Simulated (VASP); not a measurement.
# Co4F in VASP: single point with PBEsol

Aim: the single point of Co4F with PBEsol.

Program: VASP 6.6.1. These are calculated values, not measurements. Logs are shortened: lines on timing, memory, paths and dates and some standing lists are left out, and cuts for length are marked.

## 1. The cell of the first run

The cell holds a slab with vacuum, 5 atoms: a = 2.456 Å, b = 2.456 Å, c = 24.954 Å, α = 90.00°, β = 90.00°, γ = 120.00°.

## 2. Single point, PBEsol, collinear spin, ferromagnetic start

Contents of INCAR:

```
PREC = Accurate
ENCUT = 520
EDIFF = 1E-7
ISMEAR = 0
SIGMA = 0.1
LREAL = False
LASPH = True
NELM = 150
ALGO = Normal
ISIF = 2
LWAVE = False
LCHARG = True
ISPIN = 2
MAGMOM = 1.94 1.89 1.88 1.92 1
LORBIT = 11
LMAXMIX = 4
LDIPOL = True
IDIPOL = 3
DIPOL = 0.5 0.5 0.495
GGA = PS
LELF = True
LVHAR = True
LVACPOTAV = True
NBANDS = 34
```

Contents of KPOINTS:

```
regular mesh
0
Gamma
  12 12 1
```

Contents of POSCAR:

```
Co4F
1.0
    2.4564188984      0.0000000000      0.0000000000
   -1.2282094492      2.1273211683      0.0000000000
    0.0000000000      0.0000000000     24.9542611580
Co F
4 1
Direct
    0.3333333333      0.6666666667      0.3406231884
    0.6666666667      0.3333333333      0.4201603081
    0.3343744658      0.6656255342      0.5011535370
    0.6682827308      0.3317172692      0.5803666268
    0.3358062362     -0.3358062362      0.6351065556
```

Potentials or basis: VASP PAW PBE potentials, release 64 (Co, F).

Command:

```console
cat potpaw_PBE.64/Co/POTCAR potpaw_PBE.64/F/POTCAR > POTCAR
mpirun -np 1 vasp_std > vasp.out
```

OUTCAR:

```text
PREC = Accurate
   ENCUT = 520
   EDIFF = 1E-7
   ISMEAR = 0
   LREAL = False
   LASPH = True
   NELM = 150
   ISIF = 2
   ISPIN = 2
   LORBIT = 11
   GGA = PS

 ion  position               nearest neighbor table
   1  0.333  0.667  0.341-   2 2.44   2 2.44   2 2.44
   2  0.667  0.333  0.420-   1 2.44   1 2.44   1 2.44   3 2.47   3 2.47   3 2.47
   3  0.334  0.666  0.501-   4 2.43   4 2.43   4 2.43   2 2.47   2 2.47   2 2.47
   4  0.668  0.332  0.580-   5 1.97   5 1.97   5 1.97   3 2.43   3 2.43   3 2.43
   5  0.336  0.664  0.635-   4 1.97   4 1.97   4 1.97

  LATTYP: Found a hexagonal cell.
 ALAT       =     2.4564188984
 C/A-ratio  =    10.1587970905

  Lattice vectors:

 A1 = (   2.4564188984,   0.0000000000,   0.0000000000)
 A2 = (  -1.2282094492,   2.1273211683,   0.0000000000)
 A3 = (   0.0000000000,   0.0000000000,  24.9542611580)

Analysis of symmetry for initial positions (statically):
=====================================================================
 Subroutine PRICEL returns:
 Original cell was already a primitive cell.

 Routine SETGRP: Setting up the symmetry group for a
 hexagonal supercell.

 Subroutine GETGRP returns: Found  2 space group operations
 (whereof  2 operations were pure point group operations)
 out of a pool of 24 trial point group operations.

The static configuration has the point symmetry C_1h.

Analysis of symmetry for dynamics (positions and initial velocities):
=====================================================================
 Subroutine PRICEL returns:
 Original cell was already a primitive cell.

 Routine SETGRP: Setting up the symmetry group for a
 hexagonal supercell.

 Subroutine GETGRP returns: Found  2 space group operations
 (whereof  2 operations were pure point group operations)
 out of a pool of 24 trial point group operations.

The dynamic configuration has the point symmetry C_1h.

Analysis of structural, dynamic, and magnetic symmetry:
=====================================================================
 Subroutine PRICEL returns:
 Original cell was already a primitive cell.

 Routine SETGRP: Setting up the symmetry group for a
 hexagonal supercell.

 Subroutine GETGRP returns: Found  2 space group operations
 (whereof  2 operations were pure point group operations)
 out of a pool of 24 trial point group operations.

The overall configuration has the point symmetry C_1h.

 Subroutine INISYM returns: Found  2 space group operations
 (whereof  2 operations are pure point group operations),
 and found     1 'primitive' translations

----------------------------------------------------------------------------------------

                                     Primitive cell

  volume of cell :     130.4008

  direct lattice vectors                    reciprocal lattice vectors
     2.456418898  0.000000000  0.000000000     0.407096689  0.235037383  0.000000000
    -1.228209449  2.127321168  0.000000000     0.000000000  0.470074766  0.000000000
     0.000000000  0.000000000 24.954261158     0.000000000  0.000000000  0.040073316

  length of vectors
     2.456418898  2.456418898 24.954261158     0.470074766  0.470074766  0.040073316

  position of ions in fractional coordinates (direct lattice)
     0.333333333  0.666666667  0.340623188
     0.666666667  0.333333333  0.420160308
     0.334374466  0.665625534  0.501153537
     0.668282731  0.331717269  0.580366627
     0.335806236  0.664193764  0.635106556

  ion indices of the primitive-cell ions
   primitive index   ion index
                 1           1
                 2           2
                 3           3
                 4           4
                 5           5

----------------------------------------------------------------------------------------

 KPOINTS: regular mesh

Automatic generation of k-mesh.
 Grid dimensions read from file:
[... 25 lines left out ...]
  0.166667 -0.000000  0.000000      4.000000
 -0.166667  0.166667  0.000000      2.000000
  0.250000  0.000000  0.000000      4.000000
[... 16 lines left out ...]
 -0.083333  0.416667  0.000000      4.000000
 -0.416667  0.333333  0.000000      4.000000
 [... further k-points ...]
   k-points           NKPTS =     43   k-points in BZ     NKDIM =     43   number of bands    NBANDS=     34
   number of dos      NEDOS =    301   number of ions     NIONS =      5
   total plane-waves  NPLWV =  62208
   dimension x,y,z NGX =    18 NGY =   18 NGZ =  192
   dimension x,y,z NGXF=    36 NGYF=   36 NGZF=  384
   ions per type =               4   1
   NGX,Y,Z   is equivalent  to a cutoff of  12.18, 12.18, 12.79 a.u.
   NGXF,Y,Z  is equivalent  to a cutoff of  24.36, 24.36, 25.58 a.u.
 SYSTEM =  unknown system
   PREC   = accura    normal or accurate (medium, high low for compatibility)
   ISTART =      0    job   : 0-new  1-cont  2-samecut
   ICHARG =      2    charge: 1-file 2-atom 10-const
   ISPIN  =      2    spin polarized calculation?
   LNONCOLLINEAR =      F non collinear calculations
   LSORBIT =      F    spin-orbit coupling
   LASPH  =      T    aspherical Exc in radial PAW
   ENCUT  =  520.0 eV  38.22 Ry    6.18 a.u.   4.57  4.57 46.40*2*pi/ulx,y,z
   NELM   =    150;   NELMIN=  2; NELMDL= -5     # of ELM steps
   EDIFF  = 0.1E-06   stopping-criterion for ELM
   LREAL  =      F    real-space projection
   EDIFFG = 0.1E-05   stopping-criterion for IOM
   NSW    =      0    number of steps for IOM
   IBRION =     -1    ionic relax: 0-MD 1-quasi-New 2-CG
   NFREE  =      0    steps in history (QN), initial steepest desc. (CG)
   ISIF   =      2    stress and relaxation
   ISYM   =      2    0-nonsym 1-usesym 2-fastsym
   POTIM  = 0.5000    time-step for ionic-motion
   TEBEG  =    0.0;   TEEND  =   0.0 temperature during run
   PSTRESS=    0.0 pullay stress
   NELECT =      43.0000    total number of electrons
   NUPDOWN=      -1.0000    fix difference up-down
   EMIN   =  10.00;   EMAX   =-10.00  energy-range for DOS
   EFERMI =   0.00;   METHOD = LEGACY
   ISMEAR =     0;   SIGMA  =   0.10  broadening in eV -4-tet -1-fermi 0-gaus
   EFERMI_NEDOS =   21; number of points for ismear=-14 and -15
   IALGO  =     38    algorithm
   IMIX   =      4    mixing-type and parameters
     AMIX     =   0.40;   BMIX     =  1.00
     AMIX_MAG =   1.60;   BMIX_MAG =  1.00
  volume/ion in A,a.u.               =      26.08       176.00
  Fermi-wavevector in a.u.,A,eV,Ry     =   1.131022  2.137321 17.404708  1.279210
  Thomas-Fermi vector in A             =   2.267720
   LORBIT       =     11    0 simple, 1 ext, 2 COOP (PROOUT), +10 PAW based schemes
   GGA     = PS    functional components
   LHFCALC =     F    Hartree Fock is set to
   AEXX    =    0.0000 exact exchange contribution
   IVDW    =     0    specifies the selected vdW correction
   LEPSILON=     F    determine dielectric tensor
   LRPA    =     F    only Hartree local field effects (RPA)
 spin polarized calculation
 Gauss-broadening in eV      SIGMA  =   0.10
  energy-cutoff  :      520.00
  volume of cell :      130.40
 maximum number of plane-waves:      3566
   NGX =  9   NGY =  9   NGZ = 93

 dipolmoment           0.000000      0.000000     -0.019117 electrons x Angstroem

 number of electron      42.9999983 magnetization       7.3200683

 dipolmoment           0.000000      0.000000      0.062136 electrons x Angstroem

 Free energy of the ion-electron system (eV)
  ---------------------------------------------------
  ext. energy  EPLUGINS =         0.00000000
  ---------------------------------------------------
  free energy    TOTEN  =       -33.88808417 eV

  energy without entropy =      -33.87010592  energy(sigma->0) =      -33.87909505

 E-fermi :  -0.2165     XC(G=0):  -5.6628

 val. band max:       -0.2172737991   @ k =  -0.0833   0.1667   0.0000
 cond. band min:      -0.1988942671   @ k =   0.1667  -0.0000   0.0000
 fundamental gap:      0.0183795320
 Fermi energy:        -0.2164663264

 spin component 1

 k-point     1 :       0.0000    0.0000    0.0000
  band No.  band energies     occupation
      1     -25.0610      1.00000
      2      -9.2601      1.00000
      3      -8.3525      1.00000
      4      -7.0138      1.00000
      5      -5.7865      1.00000
      6      -4.8603      1.00000
[... 853 lines left out ...]
     32       9.8131      0.00000
     33      10.6477      0.00000

 [... further k-points ...]

 spin component 2

 k-point     1 :       0.0000    0.0000    0.0000
  band No.  band energies     occupation
      1     -24.6706      1.00000
      2      -9.1122      1.00000
      3      -8.1163      1.00000
      4      -6.6928      1.00000
      5      -5.1146      1.00000
      6      -3.8226      1.00000
[... 853 lines left out ...]
     32      10.1821      0.00000
     33      10.9110      0.00000

 [... further k-points ...]

 [bands above 33 left out]

------------------------ aborting loop because EDIFF is reached ----------------------------------------

  FORCE on cell =-STRESS in cart. coord.  units (eV):
  Direction    XX          YY          ZZ          XY          YZ          ZX
  --------------------------------------------------------------------------------------
  -------------------------------------------------------------------------------------
  Total        2.3327632      2.3213588     -1.0425682     -0.0098765      0.0221373     -0.0383431
  in kB       28.6616393     28.5215183    -12.8095791     -0.1213484      0.2719909     -0.4711054
  external PRESSURE =      14.7911929 kB  Pullay stress =       0.0000000 kB

 VOLUME and BASIS-vectors are now :
 -----------------------------------------------------------------------------
  energy-cutoff  :      520.00
  volume of cell :      130.40
      direct lattice vectors                 reciprocal lattice vectors
     2.456418898  0.000000000  0.000000000     0.407096689  0.235037383  0.000000000
    -1.228209449  2.127321168  0.000000000     0.000000000  0.470074766  0.000000000
     0.000000000  0.000000000 24.954261158     0.000000000  0.000000000  0.040073316

 POSITION                                       TOTAL-FORCE (eV/Angst)
 -----------------------------------------------------------------------------------
     -0.00000      1.41821      8.50000         0.000802     -0.000463      0.471068
      1.22821      0.70911     10.48479         0.003524     -0.002035     -0.447611
      0.00384      1.41600     12.50592         0.000506     -0.000292     -0.013882
      1.23416      0.70567     14.48262         0.009380     -0.005416     -0.015795
      0.00911      1.41295     15.84861        -0.014212      0.008206      0.006220
 -----------------------------------------------------------------------------------
    total drift:                                0.000055     -0.000033     -0.000154

  FREE ENERGIE OF THE ION-ELECTRON SYSTEM (eV)
  ---------------------------------------------------
  free  energy   TOTEN  =       -33.8880841748 eV

  energy  without entropy=      -33.8701059184  energy(sigma->0) =      -33.87909505

 vacuum level on the upper side and lower side of the slab         7.018         4.866

 total charge

# of ion       s       p       d       tot
------------------------------------------
    1        0.496   0.431   7.247   8.174
    2        0.502   0.558   7.279   8.338
    3        0.505   0.564   7.289   8.359
    4        0.447   0.575   7.276   8.298
    5        1.750   4.306   0.000   6.056
--------------------------------------------------
tot          3.700   6.435  29.091  39.225

 magnetization (x)

# of ion       s       p       d       tot
------------------------------------------
    1       -0.010  -0.034   1.768   1.724
    2       -0.013  -0.048   1.726   1.665
    3       -0.011  -0.049   1.690   1.630
    4       -0.012  -0.031   2.131   2.088
    5        0.005   0.203   0.000   0.208
--------------------------------------------------
tot         -0.040   0.039   7.315   7.315
```

Run time: 32 min. Hardware: 1 thread of Intel Xeon 8259CL, shared host; peak memory 0.43 GiB.

What came out:

```yaml
Free_energy: -33.8881 eV
Largest_force: 0.471 eV/Å
Net_moment: 7.32 μB per cell
Site_moments: Co +1.72, +1.67, +1.63, +2.09; F +0.21 μB
Valence_electrons_inside_the_program's_atomic_spheres: Co 8.17, 8.34, 8.36, 8.30; F 6.06
```

Forces in eV/Å, atoms in the order of the input:
```
Co   0.001  0.000  0.471
Co   0.004 -0.002 -0.448
Co   0.001  0.000 -0.014
Co   0.009 -0.005 -0.016
F   -0.014  0.008  0.006
```

Caveat: the PAW data sets were made with another functional, which shifts forces and pressure a little. With open d or f shells a metallic result of PBEsol can be an artefact of self-interaction; +U or a hybrid may open a gap.
